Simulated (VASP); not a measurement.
# HCl in VASP: further runs

HCl is run at these levels: PBE; tasks: single point.

Program: VASP 6.6.1. These are calculated values, not measurements. Logs are shortened: lines on timing, memory, paths and dates and some standing lists are left out, and cuts for length are marked.

## (1) The cell of the first run

The cell holds an amorphous packing of atoms, 12 atoms: a = 6.739 Å, b = 6.739 Å, c = 6.739 Å, α = 90.00°, β = 90.00°, γ = 90.00°.

## (2) Single point, PBE

INCAR reads:

```
SYSTEM = HCl
  PREC = Accurate
  ENCUT = 520
  EDIFF = 1E-6
  ISMEAR = -1
  SIGMA = 0.02
  LREAL = .False.
  LASPH = .True.
  NELM = 80
  ALGO = Normal
  ISIF = 2
  LWAVE = .False.
  LCHARG = .False.
  GGA = PE
  NBANDS = 36
```

KPOINTS reads:

```
Automatic mesh
0
Gamma
  1 1 1
  0 0 0
```

POSCAR reads:

```
HCl
1.0
    6.7386640000      0.0000000000      0.0000000000
    0.0000000000      6.7386640000      0.0000000000
    0.0000000000      0.0000000000      6.7386640000
Cl H
6 6
Direct
    0.7086294096      0.0755454598      0.2702715438
    0.7673353509      0.3620564937      0.8251158875
    0.2439239406      0.1608312162      0.6436465375
    0.3110144295      0.7620698970      0.9305726029
    0.5475305695      0.6384067768      0.4732807447
    0.1191581634      0.3745539294      0.1995765021
    0.7207898333      0.1817508675      0.1056408081
    0.9397811089      0.2881636702      0.7711441265
    0.2435033625      0.2668132568      0.4808638391
    0.3937317012      0.7065090201      0.7633769992
    0.5078110325      0.7997055275      0.3747475459
    0.2296886982      0.5014417850      0.1009037627
```

Potentials or basis: VASP PAW PBE potentials, release 64 (Cl, H).

Started as:

```bash
$ cat potpaw_PBE.64/Cl/POTCAR potpaw_PBE.64/H/POTCAR > POTCAR
$ mpirun -np 1 vasp_gam > vasp.out
```

OUTCAR:

```text
SYSTEM = HCl
   PREC = Accurate
   ENCUT = 520
   EDIFF = 1E-6
   ISMEAR = -1
   LREAL = .False.
   LASPH = .True.
   NELM = 80
   ISIF = 2
   GGA = PE

 ion  position               nearest neighbor table
   1  0.709  0.076  0.270-   7 1.32
   2  0.767  0.362  0.825-   8 1.32
   3  0.244  0.161  0.644-   9 1.31
   4  0.311  0.762  0.931-  10 1.31
   5  0.548  0.638  0.473-  11 1.30
   6  0.119  0.375  0.200-  12 1.31
   7  0.721  0.182  0.106-   1 1.32
   8  0.940  0.288  0.771-   2 1.32
   9  0.244  0.267  0.481-   3 1.31
  10  0.394  0.707  0.763-   4 1.31
  11  0.508  0.800  0.375-   5 1.30
  12  0.230  0.501  0.101-   6 1.31

  LATTYP: Found a simple cubic cell.
 ALAT       =     6.7386640000

  Lattice vectors:

 A1 = (   6.7386640000,   0.0000000000,   0.0000000000)
 A2 = (   0.0000000000,   6.7386640000,   0.0000000000)
 A3 = (   0.0000000000,   0.0000000000,   6.7386640000)

Analysis of symmetry for initial positions (statically):
=====================================================================
 Subroutine PRICEL returns:
 Original cell was already a primitive cell.

 Routine SETGRP: Setting up the symmetry group for a
 simple cubic supercell.

 Subroutine GETGRP returns: Found  1 space group operations
 (whereof  1 operations were pure point group operations)
 out of a pool of 48 trial point group operations.

The static configuration has the point symmetry C_1 .

Analysis of symmetry for dynamics (positions and initial velocities):
=====================================================================
 Subroutine PRICEL returns:
 Original cell was already a primitive cell.

 Routine SETGRP: Setting up the symmetry group for a
 simple cubic supercell.

 Subroutine GETGRP returns: Found  1 space group operations
 (whereof  1 operations were pure point group operations)
 out of a pool of 48 trial point group operations.

The dynamic configuration has the point symmetry C_1 .

 Subroutine INISYM returns: Found  1 space group operations
 (whereof  1 operations are pure point group operations),
 and found     1 'primitive' translations

----------------------------------------------------------------------------------------

                                     Primitive cell

  volume of cell :     306.0000

  direct lattice vectors                    reciprocal lattice vectors
     6.738664000  0.000000000  0.000000000     0.148397368  0.000000000  0.000000000
     0.000000000  6.738664000  0.000000000     0.000000000  0.148397368  0.000000000
     0.000000000  0.000000000  6.738664000     0.000000000  0.000000000  0.148397368

  length of vectors
     6.738664000  6.738664000  6.738664000     0.148397368  0.148397368  0.148397368

  position of ions in fractional coordinates (direct lattice)
     0.708629410  0.075545460  0.270271544
     0.767335351  0.362056494  0.825115887
     0.243923941  0.160831216  0.643646537
     0.311014429  0.762069897  0.930572603
     0.547530569  0.638406777  0.473280745
     0.119158163  0.374553929  0.199576502
     0.720789833  0.181750867  0.105640808
     0.939781109  0.288163670  0.771144126
     0.243503363  0.266813257  0.480863839
     0.393731701  0.706509020  0.763376999
     0.507811033  0.799705528  0.374747546
     0.229688698  0.501441785  0.100903763

  ion indices of the primitive-cell ions
   primitive index   ion index
                 1           1
                 2           2
                 3           3
                 4           4
                 5           5
                 6           6
                 7           7
                 8           8
                 9           9
                10          10
                11          11
                12          12

----------------------------------------------------------------------------------------

 KPOINTS: Automatic mesh

Automatic generation of k-mesh.
 Grid dimensions read from file:
 generate k-points for:    1    1    1

 Generating k-lattice:

  Cartesian coordinates                     Fractional coordinates (reciprocal lattice)
     0.148397368  0.000000000  0.000000000     1.000000000  0.000000000  0.000000000
     0.000000000  0.148397368  0.000000000     0.000000000  1.000000000  0.000000000
     0.000000000  0.000000000  0.148397368     0.000000000  0.000000000  1.000000000

  Length of vectors
     0.148397368  0.148397368  0.148397368

  Shift w.r.t. Gamma in fractional coordinates (k-lattice)
     0.000000000  0.000000000  0.000000000

 Subroutine IBZKPT returns following result:
 ===========================================

 Found      1 irreducible k-points:

 Following reciprocal coordinates:
            Coordinates               Weight
  0.000000  0.000000  0.000000      1.000000
   k-points           NKPTS =      1   k-points in BZ     NKDIM =      1   number of bands    NBANDS=     36
   number of dos      NEDOS =    301   number of ions     NIONS =     12
   total plane-waves  NPLWV = 125000
   dimension x,y,z NGX =    50 NGY =   50 NGZ =   50
   dimension x,y,z NGXF=   100 NGYF=  100 NGZF=  100
   ions per type =               6   6
   NGX,Y,Z   is equivalent  to a cutoff of  12.34, 12.34, 12.34 a.u.
   NGXF,Y,Z  is equivalent  to a cutoff of  24.67, 24.67, 24.67 a.u.
 SYSTEM =  HCl
   PREC   = accura    normal or accurate (medium, high low for compatibility)
   ISTART =      0    job   : 0-new  1-cont  2-samecut
   ICHARG =      2    charge: 1-file 2-atom 10-const
   ISPIN  =      1    spin polarized calculation?
   LNONCOLLINEAR =      F non collinear calculations
   LSORBIT =      F    spin-orbit coupling
   LASPH  =      T    aspherical Exc in radial PAW
   ENCUT  =  520.0 eV  38.22 Ry    6.18 a.u.  12.53 12.53 12.53*2*pi/ulx,y,z
   NELM   =     80;   NELMIN=  2; NELMDL= -5     # of ELM steps
   EDIFF  = 0.1E-05   stopping-criterion for ELM
   LREAL  =      F    real-space projection
   EDIFFG = 0.1E-04   stopping-criterion for IOM
   NSW    =      0    number of steps for IOM
   IBRION =     -1    ionic relax: 0-MD 1-quasi-New 2-CG
   NFREE  =      0    steps in history (QN), initial steepest desc. (CG)
   ISIF   =      2    stress and relaxation
   ISYM   =      2    0-nonsym 1-usesym 2-fastsym
   POTIM  = 0.5000    time-step for ionic-motion
   TEBEG  =    0.0;   TEEND  =   0.0 temperature during run
   PSTRESS=    0.0 pullay stress
   NELECT =      48.0000    total number of electrons
   NUPDOWN=      -1.0000    fix difference up-down
   EMIN   =  10.00;   EMAX   =-10.00  energy-range for DOS
   EFERMI =   0.00;   METHOD = LEGACY
   ISMEAR =    -1;   SIGMA  =   0.02  broadening in eV -4-tet -1-fermi 0-gaus
   EFERMI_NEDOS =   21; number of points for ismear=-14 and -15
   IALGO  =     38    algorithm
   IMIX   =      4    mixing-type and parameters
     AMIX     =   0.40;   BMIX     =  1.00
     AMIX_MAG =   1.60;   BMIX_MAG =  1.00
  volume/ion in A,a.u.               =      25.50       172.08
  Fermi-wavevector in a.u.,A,eV,Ry     =   0.882907  1.668452 10.606069  0.779524
  Thomas-Fermi vector in A             =   2.003601
   LORBIT       =      0    0 simple, 1 ext, 2 COOP (PROOUT), +10 PAW based schemes
   GGA     = PE    functional components
   LHFCALC =     F    Hartree Fock is set to
   AEXX    =    0.0000 exact exchange contribution
   IVDW    =     0    specifies the selected vdW correction
   LEPSILON=     F    determine dielectric tensor
   LRPA    =     F    only Hartree local field effects (RPA)
 non-spin polarized calculation
  energy-cutoff  :      520.00
  volume of cell :      306.00
 maximum number of plane-waves:      4109
 NGX is ok and might be reduce to    50
   NGX = 25   NGY = 25   NGZ = 25

 number of electron      47.9999997 magnetization

 Free energy of the ion-electron system (eV)
  ---------------------------------------------------
  ext. energy  EPLUGINS =         0.00000000
  ---------------------------------------------------
  free energy    TOTEN  =       -37.06391937 eV

  energy without entropy =      -37.06391937  energy(sigma->0) =      -37.06391937

 E-fermi :  -3.1956     XC(G=0):  -6.0611

 val. band max:       -3.7050003107   @ k =   0.0000   0.0000   0.0000
 cond. band min:       1.9080166487   @ k =   0.0000   0.0000   0.0000
 fundamental gap:      5.6130169593
 Fermi energy:        -3.1956101257

 k-point     1 :       0.0000    0.0000    0.0000
  band No.  band energies     occupation
      1     -17.7790      2.00000
      2     -17.4785      2.00000
      3     -17.4201      2.00000
      4     -17.2269      2.00000
      5     -17.1322      2.00000
      6     -16.9736      2.00000
[... 28 lines left out ...]
     35       5.8906      0.00000
     36       6.1259      0.00000

------------------------ aborting loop because EDIFF is reached ----------------------------------------

  FORCE on cell =-STRESS in cart. coord.  units (eV):
  Direction    XX          YY          ZZ          XY          YZ          ZX
  --------------------------------------------------------------------------------------
  -------------------------------------------------------------------------------------
  Total        0.4832116      0.8655893      0.3318264      0.4028709     -0.3557316      0.9592789
  in kB        2.5300350      4.5321163      1.7374012      2.1093811     -1.8625656      5.0226636
  external PRESSURE =       2.9331842 kB  Pullay stress =       0.0000000 kB

 VOLUME and BASIS-vectors are now :
 -----------------------------------------------------------------------------
  energy-cutoff  :      520.00
  volume of cell :      306.00
      direct lattice vectors                 reciprocal lattice vectors
     6.738664000  0.000000000  0.000000000     0.148397368  0.000000000  0.000000000
     0.000000000  6.738664000  0.000000000     0.000000000  0.148397368  0.000000000
     0.000000000  0.000000000  6.738664000     0.000000000  0.000000000  0.148397368

 POSITION                                       TOTAL-FORCE (eV/Angst)
 -----------------------------------------------------------------------------------
      4.77522      0.50908      1.82127         0.113788      0.280383     -0.359786
      5.17082      2.43978      5.56018         0.260583     -0.152834     -0.070025
      1.64372      1.08379      4.33732        -0.008001      0.057421     -0.076256
      2.09582      5.13533      6.27082         0.047512      0.008136     -0.046806
      3.68962      4.30201      3.18928        -0.069477      0.131609     -0.072639
      0.80297      2.52399      1.34488         0.092731      0.131913     -0.071837
      4.85716      1.22476      0.71188        -0.073410     -0.267417      0.318151
      6.33287      1.94184      5.19648        -0.245544      0.108372      0.067855
      1.64089      1.79796      3.24038        -0.025629     -0.046283      0.063741
      2.65323      4.76093      5.14414        -0.015635      0.027052      0.059009
      3.42197      5.38895      2.52530         0.053467     -0.162614      0.080112
      1.54779      3.37905      0.67996        -0.130385     -0.115738      0.108480
 -----------------------------------------------------------------------------------
    total drift:                                0.000106     -0.000039     -0.000434

  FREE ENERGIE OF THE ION-ELECTRON SYSTEM (eV)
  ---------------------------------------------------
  free  energy   TOTEN  =       -37.0639193697 eV

  energy  without entropy=      -37.0639193697  energy(sigma->0) =      -37.06391937
```

Run time: 10 s. Hardware: 1 thread of Intel Xeon 6975P-C (Granite Rapids), shared host; peak memory 0.31 GiB.

Results:

- Free energy: -37.0639 eV
- Pressure: 0.3 GPa
- Largest force: 0.470 eV/Å
- Band gap on the k mesh: 5.61 eV

Forces in eV/Å, atoms in the order of the input:
```
Cl   0.114  0.280 -0.360
Cl   0.261 -0.153 -0.070
Cl  -0.008  0.057 -0.076
Cl   0.048  0.008 -0.047
Cl  -0.069  0.132 -0.073
Cl   0.093  0.132 -0.072
H   -0.073 -0.267  0.318
H   -0.246  0.108  0.068
H   -0.026 -0.046  0.064
H   -0.016  0.027  0.059
H    0.053 -0.163  0.080
H   -0.130 -0.116  0.108
```

Stress tensor (GPa, compression positive):
```
 0.25  0.21  0.50
 0.21  0.45 -0.19
 0.50 -0.19  0.17
```

Levels at points of the mesh, in eV from the valence-band top:
```
           k point  band 20  band 21  band 22  band 23  band 24  band 25  band 26  band 27  band 28  band 29
(0.00, 0.00, 0.00)    -0.49    -0.44    -0.29    -0.23     0.00     5.61     7.15     7.22     7.42     7.61
```

Caveat: the k points lie up to 0.93 Å⁻¹ apart.

## (3) Single point, PBE

INCAR reads:

```
SYSTEM = HCl
  PREC = Accurate
  ENCUT = 520
  EDIFF = 1E-6
  ISMEAR = -1
  SIGMA = 0.02
  LREAL = .FALSE.
  LASPH = .TRUE.
  NELM = 60
  ALGO = Normal
  ISIF = 2
  LWAVE = .FALSE.
  LCHARG = .FALSE.
  GGA = PE
  NBANDS = 36
```

KPOINTS reads:

```
regular mesh
0
G
  1 1 1
  0 0 0
```

POSCAR reads:

```
HCl
1.0
    6.7386640000      0.0000000000      0.0000000000
    0.0000000000      6.7386640000      0.0000000000
    0.0000000000      0.0000000000      6.7386640000
Cl H
6 6
Direct
    0.7468839521      0.0798526236      0.3191878984
    0.7596609654      0.3558717277      0.8068958476
    0.2217650264      0.1570340946      0.6575338969
    0.3104918126      0.7728386517      0.9557829267
    0.5623963444      0.6165020247      0.4778988832
    0.1243421545      0.3873913286      0.2406263319
    0.8611499253      0.2328799893      0.2480313605
    0.8254009994      0.4369263700      0.6459292228
    0.3647162108      0.2205184885      0.5495302927
    0.2462209126      0.6845125384      0.8070887642
    0.6384203160      0.7525972507      0.3781610123
    0.1921894310      0.5071628441      0.1113573848
```

Potentials or basis: VASP PAW PBE potentials, release 64 (Cl, H).

Started as:

```bash
$ cat potpaw_PBE.64/Cl/POTCAR potpaw_PBE.64/H/POTCAR > POTCAR
$ mpirun -np 1 vasp_gam > vasp.out
```

OUTCAR:

```text
SYSTEM = HCl
   PREC = Accurate
   ENCUT = 520
   EDIFF = 1E-6
   ISMEAR = -1
   LREAL = .FALSE.
   LASPH = .TRUE.
   NELM = 60
   ISIF = 2
   GGA = PE

 ion  position               nearest neighbor table
   1  0.747  0.080  0.319-   7 1.37
   2  0.760  0.356  0.807-   8 1.29
   3  0.222  0.157  0.658-   9 1.28
   4  0.310  0.773  0.956-  10 1.24
   5  0.562  0.617  0.478-  11 1.25
   6  0.124  0.387  0.241-  12 1.27
   7  0.861  0.233  0.248-   1 1.37
   8  0.825  0.437  0.646-   2 1.29
   9  0.365  0.221  0.550-   3 1.28
  10  0.246  0.685  0.807-   4 1.24
  11  0.638  0.753  0.378-   5 1.25
  12  0.192  0.507  0.111-   6 1.27

  LATTYP: Found a simple cubic cell.
 ALAT       =     6.7386640000

  Lattice vectors:

 A1 = (   6.7386640000,   0.0000000000,   0.0000000000)
 A2 = (   0.0000000000,   6.7386640000,   0.0000000000)
[... 178 lines left out ...]

 k-point     1 :       0.0000    0.0000    0.0000
  band No.  band energies     occupation
      1     -17.9806      2.00000
      2     -17.7451      2.00000
      3     -17.6236      2.00000
      4     -17.1632      2.00000
      5     -17.0141      2.00000
      6     -16.8851      2.00000
[... 28 lines left out ...]
     35       6.0626      0.00000
     36       6.3735      0.00000

------------------------ aborting loop because EDIFF is reached ----------------------------------------

  FORCE on cell =-STRESS in cart. coord.  units (eV):
  Direction    XX          YY          ZZ          XY          YZ          ZX
  --------------------------------------------------------------------------------------
  -------------------------------------------------------------------------------------
  Total        1.5060131      2.9785314      4.5986616      0.1474352     -1.6076542      0.9088475
  in kB        7.8852945     15.5952146     24.0780122      0.7719520     -8.4174746      4.7586109
  external PRESSURE =      15.8528405 kB  Pullay stress =       0.0000000 kB

 VOLUME and BASIS-vectors are now :
 -----------------------------------------------------------------------------
  energy-cutoff  :      520.00
  volume of cell :      306.00
      direct lattice vectors                 reciprocal lattice vectors
     6.738664000  0.000000000  0.000000000     0.148397368  0.000000000  0.000000000
     0.000000000  6.738664000  0.000000000     0.000000000  0.148397368  0.000000000
     0.000000000  0.000000000  6.738664000     0.000000000  0.000000000  0.148397368

 POSITION                                       TOTAL-FORCE (eV/Angst)
 -----------------------------------------------------------------------------------
      5.03300      0.53810      2.15090         0.588473      1.072835     -0.535691
      5.11910      2.39810      5.43740         0.168727     -0.107260      0.269824
      1.49440      1.05820      4.43090        -0.046970      0.027655      0.108749
      2.09230      5.20790      6.44070         0.516087      0.511108      1.339530
      3.78980      4.15440      3.22040        -0.691460     -0.762681      0.507591
      0.83790      2.61050      1.62150        -0.183891     -0.527635      0.638249
      5.80300      1.56930      1.67140        -0.744832     -1.159640      0.383496
      5.56210      2.94430      4.35270        -0.082190     -0.102509      0.201046
      2.45770      1.48600      3.70310         0.196960     -0.030376     -0.121149
      1.65920      4.61270      5.43870        -0.454697     -0.639980     -1.285209
      4.30210      5.07150      2.54830         0.530308      1.015975     -0.845484
      1.29510      3.41760      0.75040         0.203485      0.702507     -0.660953
 -----------------------------------------------------------------------------------
    total drift:                               -0.000175      0.000070      0.000518

  FREE ENERGIE OF THE ION-ELECTRON SYSTEM (eV)
  ---------------------------------------------------
  free  energy   TOTEN  =       -36.4333468531 eV

  energy  without entropy=      -36.4333468531  energy(sigma->0) =      -36.43334685
```

stdout:

```text
POSCAR found type information on POSCAR ClH
 POSCAR found :  2 types and      12 ions
 scaLAPACK will be used
 LDA part: xc-table for (Slater+PW92), standard interpolation
 POSCAR, INCAR and KPOINTS ok, starting setup
 FFT: planning ... GRIDC
 FFT: planning ... GRID_SOFT
 FFT: planning ... GRID
 WAVECAR not read
 entering main loop
```

It took 11 s on 1 thread of Intel Xeon 6975P-C (Granite Rapids), shared host; peak memory 0.31 GiB.

What came out:

| Property | Result |
| --- | --- |
| Free energy | -36.4333 eV |
| Pressure | 1.6 GPa |
| Largest force | 1.524 eV/Å |
| Band gap on the k mesh | 5.07 eV |

Forces on the atoms (eV/Å):
```
Cl   0.588  1.073 -0.536
Cl   0.169 -0.107  0.270
Cl  -0.047  0.028  0.109
Cl   0.516  0.511  1.340
Cl  -0.691 -0.763  0.508
Cl  -0.184 -0.528  0.638
H   -0.745 -1.160  0.383
H   -0.082 -0.103  0.201
H    0.197 -0.030 -0.121
H   -0.455 -0.640 -1.285
H    0.530  1.016 -0.845
H    0.203  0.703 -0.661
```

Caveat: the k points lie up to 0.93 Å⁻¹ apart.

(Continued in part 2 of 3.)
